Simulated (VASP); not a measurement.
# CdTe in VASP: single point with PBE

Aim: the single point of CdTe with PBE.

Everything below comes from runs of VASP 6.6.1. Logs are shortened: lines on timing, memory, paths and dates and some standing lists are left out, and cuts for length are marked.

**1. The cell of the first run**

The cell holds a slab with vacuum, 16 atoms: a = 9.358 Å, b = 9.358 Å, c = 20.776 Å, α = 90.00°, β = 90.00°, γ = 120.00°.

**2. Single point, PBE**

Input file INCAR:

```
SYSTEM = CdTe
PREC = Accurate
ENCUT = 520
EDIFF = 1E-6
ISMEAR = 0
SIGMA = 0.05
LREAL = Auto
LASPH = .True.
NELM = 100
ALGO = Normal
ISIF = 2
LWAVE = .False.
LCHARG = .False.
LDIPOL = .True.
IDIPOL = 3
DIPOL = 0.5 0.5 0.500
GGA = PE
NBANDS = 86
```

Input file KPOINTS:

```
Automatic mesh
0
Gamma
  2 2 1
  0 0 0
```

Input file POSCAR:

```
CdTe
1.0
    9.3583791835      0.0000000000      0.0000000000
   -4.6791895918      8.1045941112      0.0000000000
    0.0000000000      0.0000000000     20.7756778790
Te Cd
8 8
Direct
    0.5000000000      0.0000000000      0.3850656545
    0.5000000000      0.5000000000      0.3850656545
    0.0000000000      0.0000000000      0.3850656545
    0.0000000000      0.5000000000      0.3850656545
    0.6666666667      0.8333333333      0.5816693055
    0.6666666667      0.3333333333      0.5816693055
    0.1666666667      0.8333333333      0.5816693055
    0.1666666667      0.3333333333      0.5816693055
    0.1666666667      0.8333333333      0.4310393927
    0.1666666667      0.3333333333      0.4310393927
    0.6666666667      0.8333333333      0.4310393927
    0.6666666667      0.3333333333      0.4310393927
    0.3333333333      0.6666666667      0.6020225539
    0.3333333333      0.1666666667      0.6020225539
    0.8333333333      0.6666666667      0.6020225539
    0.8333333333      0.1666666667      0.6020225539
```

Potentials or basis: VASP PAW PBE potentials, release 64 (Te, Cd).

Launch:

```
$ cat potpaw_PBE.64/Te/POTCAR potpaw_PBE.64/Cd/POTCAR > POTCAR
$ mpirun -np 1 vasp_std > vasp.out
```

OUTCAR:

```text
SYSTEM = CdTe
   PREC = Accurate
   ENCUT = 520
   EDIFF = 1E-6
   ISMEAR = 0
   LREAL = Auto
   LASPH = .True.
   NELM = 100
   ISIF = 2
   GGA = PE

 ion  position               nearest neighbor table
   1  0.500  0.000  0.385-   9 2.87  12 2.87  11 2.87
   2  0.500  0.500  0.385-  10 2.87  11 2.87  12 2.87
   3  0.000  0.000  0.385-  11 2.87  10 2.87   9 2.87
   4  0.000  0.500  0.385-  12 2.87   9 2.87  10 2.87
   5  0.667  0.833  0.582-  15 2.73  13 2.73  16 2.73  11 3.13
   6  0.667  0.333  0.582-  16 2.73  14 2.73  15 2.73  12 3.13
   7  0.167  0.833  0.582-  13 2.73  15 2.73  14 2.73   9 3.13
   8  0.167  0.333  0.582-  14 2.73  16 2.73  13 2.73  10 3.13
   9  0.167  0.833  0.431-   1 2.87   4 2.87   3 2.87   7 3.13
  10  0.167  0.333  0.431-   2 2.87   3 2.87   4 2.87   8 3.13
  11  0.667  0.833  0.431-   3 2.87   2 2.87   1 2.87   5 3.13
  12  0.667  0.333  0.431-   4 2.87   1 2.87   2 2.87   6 3.13
  13  0.333  0.667  0.602-   7 2.73   5 2.73   8 2.73
  14  0.333  0.167  0.602-   8 2.73   6 2.73   7 2.73
  15  0.833  0.667  0.602-   5 2.73   7 2.73   6 2.73
  16  0.833  0.167  0.602-   6 2.73   8 2.73   5 2.73

  LATTYP: Found a hexagonal cell.
 ALAT       =     9.3583791835
 C/A-ratio  =     2.2200081309

  Lattice vectors:

 A1 = (   9.3583791835,   0.0000000000,   0.0000000000)
 A2 = (  -4.6791895918,   8.1045941112,   0.0000000000)
 A3 = (   0.0000000000,   0.0000000000,  20.7756778790)

Analysis of symmetry for initial positions (statically):
=====================================================================
 Subroutine PRICEL returns following result:

  LATTYP: Found a hexagonal cell.
 ALAT       =     4.6791895917
 C/A-ratio  =     4.4400162617

  Lattice vectors:

 A1 = (   4.6791895918,   0.0000000000,   0.0000000000)
 A2 = (  -2.3395947959,   4.0522970556,   0.0000000000)
 A3 = (   0.0000000000,   0.0000000000,  20.7756778790)

   4 primitive cells build up your supercell.

 Routine SETGRP: Setting up the symmetry group for a
 hexagonal supercell.

 Subroutine GETGRP returns: Found  6 space group operations
 (whereof  6 operations were pure point group operations)
 out of a pool of 24 trial point group operations.

The static configuration has the point symmetry C_3v.

Analysis of symmetry for dynamics (positions and initial velocities):
=====================================================================
 Subroutine PRICEL returns following result:

  LATTYP: Found a hexagonal cell.
 ALAT       =     4.6791895917
 C/A-ratio  =     4.4400162617

  Lattice vectors:

 A1 = (   4.6791895918,   0.0000000000,   0.0000000000)
 A2 = (  -2.3395947959,   4.0522970556,   0.0000000000)
 A3 = (   0.0000000000,   0.0000000000,  20.7756778790)

   4 primitive cells build up your supercell.

 Routine SETGRP: Setting up the symmetry group for a
 hexagonal supercell.

 Subroutine GETGRP returns: Found  6 space group operations
 (whereof  6 operations were pure point group operations)
 out of a pool of 24 trial point group operations.

The dynamic configuration has the point symmetry C_3v.

 Subroutine INISYM returns: Found  6 space group operations
 (whereof  6 operations are pure point group operations),
 and found     4 'primitive' translations

----------------------------------------------------------------------------------------

                                     Primitive cell

  volume of cell :     393.9373

  direct lattice vectors                    reciprocal lattice vectors
     4.679189592  0.000000000  0.000000000     0.213712221  0.123386808  0.000000000
    -2.339594796  4.052297056  0.000000000     0.000000000  0.246773617  0.000000000
     0.000000000  0.000000000 20.775677879     0.000000000  0.000000000  0.048133207

  length of vectors
     4.679189592  4.679189592 20.775677879     0.246773617  0.246773617  0.048133207

  position of ions in fractional coordinates (direct lattice)
     0.000000000  0.000000000  0.385065655
     0.333333333  0.666666667  0.581669306
     0.333333333  0.666666667  0.431039393
     0.666666667  0.333333333  0.602022554

  ion indices of the primitive-cell ions
   primitive index   ion index
                 1           1
                 2           5
                 3          11
                 4          14

----------------------------------------------------------------------------------------

 KPOINTS: Automatic mesh

Automatic generation of k-mesh.
 Grid dimensions read from file:
 generate k-points for:    2    2    1

 Generating k-lattice:

  Cartesian coordinates                     Fractional coordinates (reciprocal lattice)
     0.053428055  0.030846702  0.000000000     0.500000000 -0.000000000  0.000000000
     0.000000000  0.061693404  0.000000000     0.000000000  0.500000000  0.000000000
     0.000000000  0.000000000  0.048133207     0.000000000  0.000000000  1.000000000

  Length of vectors
     0.061693404  0.061693404  0.048133207

  Shift w.r.t. Gamma in fractional coordinates (k-lattice)
     0.000000000  0.000000000  0.000000000

 Subroutine IBZKPT returns following result:
 ===========================================

 Found      2 irreducible k-points:

 Following reciprocal coordinates:
            Coordinates               Weight
  0.000000  0.000000  0.000000      1.000000
  0.500000 -0.000000  0.000000      3.000000
   k-points           NKPTS =      2   k-points in BZ     NKDIM =      2   number of bands    NBANDS=     86
   number of dos      NEDOS =    301   number of ions     NIONS =     16
   total plane-waves  NPLWV = 784000
   dimension x,y,z NGX =    70 NGY =   70 NGZ =  160
   dimension x,y,z NGXF=   140 NGYF=  140 NGZF=  320
   ions per type =               8   8
   NGX,Y,Z   is equivalent  to a cutoff of  12.44, 12.44, 12.80 a.u.
   NGXF,Y,Z  is equivalent  to a cutoff of  24.87, 24.87, 25.61 a.u.
 SYSTEM =  CdTe
   PREC   = accura    normal or accurate (medium, high low for compatibility)
   ISTART =      0    job   : 0-new  1-cont  2-samecut
   ICHARG =      2    charge: 1-file 2-atom 10-const
   ISPIN  =      1    spin polarized calculation?
   LNONCOLLINEAR =      F non collinear calculations
   LSORBIT =      F    spin-orbit coupling
   LASPH  =      T    aspherical Exc in radial PAW
   ENCUT  =  520.0 eV  38.22 Ry    6.18 a.u.  17.40 17.40 38.63*2*pi/ulx,y,z
   NELM   =    100;   NELMIN=  2; NELMDL= -5     # of ELM steps
   EDIFF  = 0.1E-05   stopping-criterion for ELM
   LREAL  =      T    real-space projection
   EDIFFG = 0.1E-04   stopping-criterion for IOM
   NSW    =      0    number of steps for IOM
   IBRION =     -1    ionic relax: 0-MD 1-quasi-New 2-CG
   NFREE  =      0    steps in history (QN), initial steepest desc. (CG)
   ISIF   =      2    stress and relaxation
   ISYM   =      2    0-nonsym 1-usesym 2-fastsym
   POTIM  = 0.5000    time-step for ionic-motion
   TEBEG  =    0.0;   TEEND  =   0.0 temperature during run
   PSTRESS=    0.0 pullay stress
   NELECT =     144.0000    total number of electrons
   NUPDOWN=      -1.0000    fix difference up-down
   EMIN   =  10.00;   EMAX   =-10.00  energy-range for DOS
   EFERMI =   0.00;   METHOD = LEGACY
   ISMEAR =     0;   SIGMA  =   0.05  broadening in eV -4-tet -1-fermi 0-gaus
   EFERMI_NEDOS =   21; number of points for ismear=-14 and -15
   IALGO  =     38    algorithm
   IMIX   =      4    mixing-type and parameters
     AMIX     =   0.40;   BMIX     =  1.00
     AMIX_MAG =   1.60;   BMIX_MAG =  1.00
  volume/ion in A,a.u.               =      98.48       664.61
  Fermi-wavevector in a.u.,A,eV,Ry     =   0.737395  1.393474  7.398179  0.543751
  Thomas-Fermi vector in A             =   1.831065
   LORBIT       =      0    0 simple, 1 ext, 2 COOP (PROOUT), +10 PAW based schemes
   GGA     = PE    functional components
   LHFCALC =     F    Hartree Fock is set to
   AEXX    =    0.0000 exact exchange contribution
   IVDW    =     0    specifies the selected vdW correction
   LEPSILON=     F    determine dielectric tensor
   LRPA    =     F    only Hartree local field effects (RPA)
 non-spin polarized calculation
 Gauss-broadening in eV      SIGMA  =   0.05
  energy-cutoff  :      520.00
  volume of cell :     1575.75
 maximum number of plane-waves:     42443
 NGX is ok and might be reduce to    70
   NGX = 35   NGY = 35   NGZ = 77

 dipolmoment           0.000000      0.000000      0.000007 electrons x Angstroem

 number of electron     144.0000001 magnetization

 dipolmoment           0.000000      0.000000     -0.925750 electrons x Angstroem

 Free energy of the ion-electron system (eV)
  ---------------------------------------------------
  ext. energy  EPLUGINS =         0.00000000
  ---------------------------------------------------
  free energy    TOTEN  =       -34.64220994 eV

  energy without entropy =      -34.62602640  energy(sigma->0) =      -34.63411817

 E-fermi :  -2.0983     XC(G=0):  -3.5991

 val. band max:       -2.1009346047   @ k =   0.0000   0.0000   0.0000
 cond. band min:      -0.9017412177   @ k =   0.0000   0.0000   0.0000
 fundamental gap:      1.1991933870
 Fermi energy:        -2.0982515271

 k-point     1 :       0.0000    0.0000    0.0000
  band No.  band energies     occupation
      1     -14.1058      2.00000
      2     -13.8085      2.00000
      3     -13.8085      2.00000
      4     -13.8085      2.00000
      5     -12.2782      2.00000
      6     -12.0649      2.00000
[... 76 lines left out ...]
     83       0.4319      0.00000
     84       0.6037      0.00000

 k-point     2 :       0.5000   -0.0000    0.0000
  band No.  band energies     occupation
      1     -13.9565      2.00000
      2     -13.9565      2.00000
      3     -13.8089      2.00000
      4     -13.8089      2.00000
      5     -12.1682      2.00000
      6     -12.1682      2.00000
[... 76 lines left out ...]
     83       1.1082      0.00000
     84       1.1082      0.00000
 [bands above 84 left out]

------------------------ aborting loop because EDIFF is reached ----------------------------------------

 vacuum level on the upper side and lower side of the slab       (xc-potential included)        -1.220         0.943

  FORCE on cell =-STRESS in cart. coord.  units (eV):
  Direction    XX          YY          ZZ          XY          YZ          ZX
  --------------------------------------------------------------------------------------
  -------------------------------------------------------------------------------------
  Total        3.9456400      3.9456400     -1.0190046     -0.0000000      0.0000000     -0.0000000
  in kB        4.0118153      4.0118153     -1.0360951     -0.0000000      0.0000000     -0.0000000
  external PRESSURE =       2.3291785 kB  Pullay stress =       0.0000000 kB

 VOLUME and BASIS-vectors are now :
 -----------------------------------------------------------------------------
  energy-cutoff  :      520.00
  volume of cell :     1575.75
      direct lattice vectors                 reciprocal lattice vectors
     9.358379184  0.000000000  0.000000000     0.106856110  0.061693404  0.000000000
    -4.679189592  8.104594111  0.000000000     0.000000000  0.123386808  0.000000000
     0.000000000  0.000000000 20.775677879     0.000000000  0.000000000  0.048133207

 POSITION                                       TOTAL-FORCE (eV/Angst)
 -----------------------------------------------------------------------------------
      4.67919      0.00000      8.00000        -0.000000      0.000000      0.290705
      2.33959      4.05230      8.00000        -0.000000     -0.000000      0.290705
      0.00000      0.00000      8.00000        -0.000000      0.000000      0.290705
     -2.33959      4.05230      8.00000        -0.000000      0.000000      0.290705
      2.33959      6.75383     12.08457        -0.000000      0.000000      0.008631
      4.67919      2.70153     12.08457        -0.000000     -0.000000      0.008631
[... 8 lines left out ...]
      4.67919      5.40306     12.50743         0.000000      0.000000     -0.002262
      7.01878      1.35077     12.50743         0.000000     -0.000000     -0.002262
 -----------------------------------------------------------------------------------
    total drift:                                0.000002     -0.000000      0.027948

  FREE ENERGIE OF THE ION-ELECTRON SYSTEM (eV)
  ---------------------------------------------------
  free  energy   TOTEN  =       -34.6422099378 eV

  energy  without entropy=      -34.6260264003  energy(sigma->0) =      -34.63411817

 vacuum level on the upper side and lower side of the slab         1.321         3.536
```

It took 12 min on 1 thread of Intel Xeon Platinum 8488C (Sapphire Rapids), shared host; peak memory 1.4 GiB.

What came out:

```yaml
Free_energy: -34.6422 eV
Largest_force: 0.297 eV/Å
Band_gap_on_the_k_mesh: zero (filled and empty bands touch)
```

Forces in eV/Å, atoms in the order of the input:
```
Te   0.000  0.000  0.291
Te   0.000  0.000  0.291
Te   0.000  0.000  0.291
Te   0.000  0.000  0.291
Te   0.000  0.000  0.009
Te   0.000  0.000  0.009
Te   0.000  0.000  0.009
Te   0.000  0.000  0.009
Cd   0.000  0.000 -0.297
Cd   0.000  0.000 -0.297
Cd   0.000  0.000 -0.297
Cd   0.000  0.000 -0.297
Cd   0.000  0.000 -0.002
Cd   0.000  0.000 -0.002
Cd   0.000  0.000 -0.002
Cd   0.000  0.000 -0.002
```

Levels at points of the mesh, in eV from the Fermi level:
| k point | band 70 | band 71 | band 72 | band 73 | band 74 | band 75 |
| --- | --- | --- | --- | --- | --- | --- |
| (0.00, 0.00, 0.00) | -0.67 | -0.05 | 0.00 | 0.00 | 1.20 | 1.20 |
| (0.50, 0.00, 0.00) | -0.53 | -0.48 | -0.48 | 1.22 | 1.22 | 1.70 |

Caveat: the k points lie up to 0.39 Å⁻¹ apart; spin-orbit coupling is left out, which moves the levels of the heavy elements.

The gap in the log of VASP goes by the Fermi energy; the results here count the filled bands.